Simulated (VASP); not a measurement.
# PrScO (P4mm) in VASP: relaxation of cell and atoms with PBE

Aim: the relaxation of cell and atoms of PrScO with PBE.

Everything below comes from runs of VASP 6.6.1. Logs are shortened: lines on timing, memory, paths and dates and some standing lists are left out, and cuts for length are marked.

## (1) The cell of the first run

It takes space group P4mm (No. 99, tetragonal). Conventional cell: a = 3.877 Å, b = 3.877 Å, c = 4.695 Å, α = 90.00°, β = 90.00°, γ = 90.00°. Pr (site symmetry 4mm) has 2 O at 2.00 to 2.70 Å within 2.7 Å. Within 3.7 Å of Sc (site symmetry 4mm) lie 4 O at 2.78 Å and 8 Pr at 3.54 to 3.68 Å. Within 2.8 Å of O (site symmetry 4mm) lie 2 Pr at 2.00 to 2.70 Å and 4 Sc at 2.78 Å.

The cell was generated, and may not be a known phase.

## (2) Relaxation of cell and atoms, PBE

Input file INCAR:

```
SYSTEM = PrScO
PREC = Accurate ; ENCUT = 600
EDIFF = 1E-7 ; ISMEAR = 0
SIGMA = 0.2 ; LREAL = .False.
LASPH = .True. ; NELM = 200
ALGO = Normal ; ISIF = 3
LWAVE = .False. ; LCHARG = .False.
GGA = PE ; IBRION = 2
NSW = 36 ; EDIFFG = -0.08
GGA_COMPAT = .False. ; NELMIN = 4
LMAXMIX = 6
```

Input file KPOINTS:

```
regular mesh
0
Gamma
  5 5 4
  0 0 0
```

Input file POSCAR:

```
PrScO
1.0
    3.8768499300      0.0000000000      0.0000000000
    0.0000000000      3.8768499300      0.0000000000
    0.0000000000      0.0000000000      4.6952989900
Pr Sc O
1 1 1
Direct
    0.0000000000      0.0000000000      0.7951136100
    0.5000000000      0.5000000000      0.2730828800
    0.0000000000      0.0000000000      0.3697592500
```

Potentials or basis: VASP PAW PBE potentials, release 64 (Pr_3, Sc_sv, O), 4f in core.

Started as:

```sh
$ cat potpaw_PBE.64/Pr_3/POTCAR potpaw_PBE.64/Sc_sv/POTCAR potpaw_PBE.64/O/POTCAR > POTCAR
$ mpirun -np 1 vasp_std > vasp.out
```

OUTCAR:

```text
SYSTEM = PrScO
   PREC = Accurate
   ENCUT = 600
   EDIFF = 1E-7
   ISMEAR = 0
   LREAL = .False.
   LASPH = .True.
   NELM = 200
   ISIF = 3
   GGA = PE
   IBRION = 2
   NSW = 36
   EDIFFG = -0.08
   NELMIN = 4

 ion  position               nearest neighbor table
   1  0.000  0.000  0.795-   3 2.00   3 2.70   2 3.54   2 3.54   2 3.54   2 3.54   2 3.68   2 3.68
                             2 3.68   2 3.68
   2  0.500  0.500  0.273-   1 3.54   1 3.54   1 3.54   1 3.54   1 3.68   1 3.68   1 3.68   1 3.68

   3  0.000  0.000  0.370-   1 2.00   1 2.70

  LATTYP: Found a simple tetragonal cell.
 ALAT       =     3.8768499300
 C/A-ratio  =     1.2111118756

  Lattice vectors:

 A1 = (   3.8768499300,   0.0000000000,   0.0000000000)
 A2 = (   0.0000000000,   3.8768499300,   0.0000000000)
 A3 = (   0.0000000000,   0.0000000000,   4.6952989900)

Analysis of symmetry for initial positions (statically):
=====================================================================
 Subroutine PRICEL returns:
 Original cell was already a primitive cell.

 Routine SETGRP: Setting up the symmetry group for a
 simple tetragonal supercell.

 Subroutine GETGRP returns: Found  8 space group operations
 (whereof  8 operations were pure point group operations)
 out of a pool of 16 trial point group operations.

The static configuration has the point symmetry C_4v.

Analysis of symmetry for dynamics (positions and initial velocities):
=====================================================================
 Subroutine PRICEL returns:
 Original cell was already a primitive cell.

 Routine SETGRP: Setting up the symmetry group for a
 simple tetragonal supercell.

 Subroutine GETGRP returns: Found  8 space group operations
 (whereof  8 operations were pure point group operations)
 out of a pool of 16 trial point group operations.

The dynamic configuration has the point symmetry C_4v.

 Subroutine INISYM returns: Found  8 space group operations
 (whereof  8 operations are pure point group operations),
 and found     1 'primitive' translations

----------------------------------------------------------------------------------------

                                     Primitive cell

  volume of cell :      70.5702

  direct lattice vectors                    reciprocal lattice vectors
     3.876849930  0.000000000  0.000000000     0.257941375  0.000000000  0.000000000
     0.000000000  3.876849930  0.000000000     0.000000000  0.257941375  0.000000000
     0.000000000  0.000000000  4.695298990     0.000000000  0.000000000  0.212978982

  length of vectors
     3.876849930  3.876849930  4.695298990     0.257941375  0.257941375  0.212978982

  position of ions in fractional coordinates (direct lattice)
     0.000000000  0.000000000  0.795113610
     0.500000000  0.500000000  0.273082880
     0.000000000  0.000000000  0.369759250

  ion indices of the primitive-cell ions
   primitive index   ion index
                 1           1
                 2           2
                 3           3

----------------------------------------------------------------------------------------

 KPOINTS: regular mesh

Automatic generation of k-mesh.
 Grid dimensions read from file:
 generate k-points for:    5    5    4

 Generating k-lattice:

  Cartesian coordinates                     Fractional coordinates (reciprocal lattice)
     0.051588275  0.000000000  0.000000000     0.200000000  0.000000000  0.000000000
     0.000000000  0.051588275  0.000000000     0.000000000  0.200000000  0.000000000
     0.000000000  0.000000000  0.053244746     0.000000000  0.000000000  0.250000000

  Length of vectors
     0.051588275  0.051588275  0.053244746

  Shift w.r.t. Gamma in fractional coordinates (k-lattice)
     0.000000000  0.000000000  0.000000000

 Subroutine IBZKPT returns following result:
 ===========================================

 Found     18 irreducible k-points:

 Following reciprocal coordinates:
            Coordinates               Weight
  0.000000  0.000000  0.000000      1.000000
  0.200000  0.000000  0.000000      4.000000
  0.400000  0.000000  0.000000      4.000000
  0.200000  0.200000  0.000000      4.000000
  0.400000  0.200000  0.000000      8.000000
  0.400000  0.400000  0.000000      4.000000
[... 10 lines left out ...]
  0.400000  0.200000  0.500000      8.000000
  0.400000  0.400000  0.500000      4.000000
   k-points           NKPTS =     18   k-points in BZ     NKDIM =     18   number of bands    NBANDS=     18
   number of dos      NEDOS =    301   number of ions     NIONS =      3
   total plane-waves  NPLWV =  40960
   dimension x,y,z NGX =    32 NGY =   32 NGZ =   40
   dimension x,y,z NGXF=    64 NGYF=   64 NGZF=   80
   ions per type =               1   1   1
   NGX,Y,Z   is equivalent  to a cutoff of  13.72, 13.72, 14.16 a.u.
   NGXF,Y,Z  is equivalent  to a cutoff of  27.44, 27.44, 28.33 a.u.
 SYSTEM =  PrScO
   PREC   = accura    normal or accurate (medium, high low for compatibility)
   ISTART =      0    job   : 0-new  1-cont  2-samecut
   ICHARG =      2    charge: 1-file 2-atom 10-const
   ISPIN  =      1    spin polarized calculation?
   LNONCOLLINEAR =      F non collinear calculations
   LSORBIT =      F    spin-orbit coupling
   LASPH  =      T    aspherical Exc in radial PAW
   ENCUT  =  600.0 eV  44.10 Ry    6.64 a.u.   7.74  7.74  9.38*2*pi/ulx,y,z
   NELM   =    200;   NELMIN=  4; NELMDL= -5     # of ELM steps
   EDIFF  = 0.1E-06   stopping-criterion for ELM
   LREAL  =      F    real-space projection
   EDIFFG = -.8E-01   stopping-criterion for IOM
   NSW    =     36    number of steps for IOM
   IBRION =      2    ionic relax: 0-MD 1-quasi-New 2-CG
   NFREE  =      1    steps in history (QN), initial steepest desc. (CG)
   ISIF   =      3    stress and relaxation
   ISYM   =      2    0-nonsym 1-usesym 2-fastsym
   POTIM  = 0.5000    time-step for ionic-motion
   TEBEG  =    0.0;   TEEND  =   0.0 temperature during run
   PSTRESS=    0.0 pullay stress
   NELECT =      28.0000    total number of electrons
   NUPDOWN=      -1.0000    fix difference up-down
   EMIN   =  10.00;   EMAX   =-10.00  energy-range for DOS
   EFERMI =   0.00;   METHOD = LEGACY
   ISMEAR =     0;   SIGMA  =   0.20  broadening in eV -4-tet -1-fermi 0-gaus
   EFERMI_NEDOS =   21; number of points for ismear=-14 and -15
   IALGO  =     38    algorithm
   IMIX   =      4    mixing-type and parameters
     AMIX     =   0.40;   BMIX     =  1.00
     AMIX_MAG =   1.60;   BMIX_MAG =  1.00
  volume/ion in A,a.u.               =      23.52       158.74
  Fermi-wavevector in a.u.,A,eV,Ry     =   1.202967  2.273278 19.689398  1.447130
  Thomas-Fermi vector in A             =   2.338734
   LORBIT       =      0    0 simple, 1 ext, 2 COOP (PROOUT), +10 PAW based schemes
   GGA     = PE    functional components
   LHFCALC =     F    Hartree Fock is set to
   AEXX    =    0.0000 exact exchange contribution
   IVDW    =     0    specifies the selected vdW correction
   LEPSILON=     F    determine dielectric tensor
   LRPA    =     F    only Hartree local field effects (RPA)
 conjugate gradient relaxation of ions
 non-spin polarized calculation
 Gauss-broadening in eV      SIGMA  =   0.20
  energy-cutoff  :      600.00
  volume of cell :       70.57
 maximum number of plane-waves:      2371
 NGX is ok and might be reduce to    32
   NGX = 15   NGY = 15   NGZ = 19

--------------------------------------- Ionic step        1  -------------------------------------------

 number of electron      27.9999994 magnetization

 Free energy of the ion-electron system (eV)
  ---------------------------------------------------
  ext. energy  EPLUGINS =         0.00000000
  ---------------------------------------------------
  free energy    TOTEN  =       -19.32684347 eV

  energy without entropy =      -19.25655005  energy(sigma->0) =      -19.29169676

------------------------ aborting loop because EDIFF is reached ----------------------------------------

  FORCE on cell =-STRESS in cart. coord.  units (eV):
  Direction    XX          YY          ZZ          XY          YZ          ZX
  --------------------------------------------------------------------------------------
  -------------------------------------------------------------------------------------
  Total       -3.3685583     -3.3685583      7.9264702      0.0000000      0.0000000     -0.0000000
  in kB      -76.4774541    -76.4774541    179.9571816      0.0000000      0.0000000     -0.0000000
  external PRESSURE =       9.0007578 kB  Pullay stress =       0.0000000 kB
[... 59 lines left out ...]
  energy  without entropy=      -20.0769488998  energy(sigma->0) =      -20.12461641

--------------------------------------- Ionic step        3  -------------------------------------------

 number of electron      28.0000001 magnetization

 E-fermi :   3.6635     XC(G=0):  -9.6518

 val. band max:        3.6608099767   @ k =   0.4000   0.2000   0.5000
 cond. band min:       3.7012157239   @ k =   0.2000   0.2000   0.2500
 fundamental gap:      0.0404057472
 Fermi energy:         3.6634507934

 k-point     1 :       0.0000    0.0000    0.0000
  band No.  band energies     occupation
      1     -46.7840      2.00000
      2     -32.6495      2.00000
      3     -25.3951      2.00000
      4     -25.3951      2.00000
      5     -25.3028      2.00000
      6     -14.9605      2.00000
[... 10 lines left out ...]
     17       4.6885      0.00000
     18       4.6885      0.00000
[... 385 lines left out ...]
  FREE ENERGIE OF THE ION-ELECTRON SYSTEM (eV)
  ---------------------------------------------------
  free  energy   TOTEN  =       -20.1809517824 eV

  energy  without entropy=      -20.0878168998  energy(sigma->0) =      -20.13438434

[... ionic steps 4 to 11 ...]

--------------------------------------- Ionic step       12  -------------------------------------------

 number of electron      27.9999998 magnetization

------------------------ aborting loop because EDIFF is reached ----------------------------------------

  FORCE on cell =-STRESS in cart. coord.  units (eV):
  Direction    XX          YY          ZZ          XY          YZ          ZX
  --------------------------------------------------------------------------------------
  -------------------------------------------------------------------------------------
  Total       -0.0688177     -0.0688177     -0.0977397      0.0000000     -0.0000000      0.0000000
  in kB       -1.9813395     -1.9813395     -2.8140391      0.0000000     -0.0000000      0.0000000
  external PRESSURE =      -2.2589060 kB  Pullay stress =       0.0000000 kB
[... 59 lines left out ...]
  energy  without entropy=      -21.4723885234  energy(sigma->0) =      -21.48334738

--------------------------------------- Ionic step       14  -------------------------------------------

 number of electron      27.9999998 magnetization

 Free energy of the ion-electron system (eV)
  ---------------------------------------------------
  ext. energy  EPLUGINS =         0.00000000
  ---------------------------------------------------
  free energy    TOTEN  =       -21.49572809 eV

  energy without entropy =      -21.47392336  energy(sigma->0) =      -21.48482573

 E-fermi :   5.3989     XC(G=0): -10.7924

 val. band max:        5.3684347599   @ k =   0.0000   0.0000   0.0000
 cond. band min:       5.6830426747   @ k =   0.2000   0.0000   0.5000
 fundamental gap:      0.3146079148
 Fermi energy:         5.3988844820

 k-point     1 :       0.0000    0.0000    0.0000
  band No.  band energies     occupation
      1     -44.6641      2.00000
      2     -30.8347      2.00000
      3     -23.2232      2.00000
      4     -23.2220      2.00000
      5     -23.2220      2.00000
      6     -14.5119      2.00000
[... 10 lines left out ...]
     17       7.0875      0.00000
     18       7.0875      0.00000
[... 385 lines left out ...]
  FREE ENERGIE OF THE ION-ELECTRON SYSTEM (eV)
  ---------------------------------------------------
  free  energy   TOTEN  =       -21.4957280923 eV

  energy  without entropy=      -21.4739233618  energy(sigma->0) =      -21.48482573

 reached required accuracy - stopping structural energy minimisation
```

Wall time 8.7 min (1 thread of Intel Xeon Platinum 8259CL at 2.50GHz (Skylake/Cascade Lake), shared host); peak memory 0.22 GiB.

What came out:

| Quantity | Value |
| --- | --- |
| Free energy | -21.4957 eV |
| Relaxed volume | 18.47 Å³/atom |
| Relaxed cell | a = 3.162 Å, b = 3.162 Å, c = 5.542 Å, α = 90.00°, β = 90.00°, γ = 90.00° |
| Space group after relaxing (to 0.1 Å) | P4/mmm (No. 123) |
| Energy gained by relaxing | 723.0 meV/atom |
| Ionic steps | 14 |
| Pressure after relaxing | 0.1 GPa |
| Largest force after relaxing | 0.064 eV/Å |
| Band gap on the k mesh | zero (bands 14 and 15 overlap by 1.49 eV) |

Forces in eV/Å, atoms in the order of the input:
```
Pr   0.000  0.000  0.020
Sc   0.000  0.000 -0.064
O    0.000  0.000  0.044
```

Step by step:
```
step  energy change (eV)  largest force (eV/Å)  pressure (GPa)  volume (Å³)
   1              0.0000                4.6127            0.90        70.57
   2             -0.8454                0.7764          -11.47        71.18
   3             -0.8541                0.8040          -11.51        71.17
   4             -1.8007                2.1610            2.79        55.07
   5             -1.8008                2.1386            2.45        55.26
   6             -2.0261                0.7782            7.12        52.49
   7             -2.0366                0.9461            5.94        52.94
   8             -2.1320                0.3121           -2.60        57.70
   9             -2.1369                0.4052           -1.19        56.77
  10             -2.1541                0.2787           -0.65        56.23
  11             -2.1646                0.1492            0.41        55.38
  12             -2.1674                0.1178           -0.23        55.65
  13             -2.1675                0.1202           -0.32        55.69
  14             -2.1689                0.0640            0.08        55.40
```

Final structure:
```yaml
crystal:
  lattice:
    - [3.16181, 0.00000, 0.00000]
    - [0.00000, 3.16181, 0.00000]
    - [0.00000, 0.00000, 5.54172]
  atoms:
    - { symbol: Pr, position: [0.00000, 0.00000, 0.81256] }
    - { symbol: Sc, position: [0.50000, 0.50000, 0.31403] }
    - { symbol: O, position: [0.00000, 0.00000, 0.31136] }
```

Caveat: the volume moved by over 15 % at a fixed basis, so the end points are rough; spin-orbit coupling is left out, which moves the levels of the heavy elements; the 4f electrons are frozen in the core, so they carry no moment and show no levels; the run has no spin polarisation, though such a crystal can be magnetic; the relaxation stopped at a loose force limit of 0.08 eV/Å, so its end isn't a converged minimum.

The gap in the log of VASP goes by the Fermi energy; the results here count the filled bands.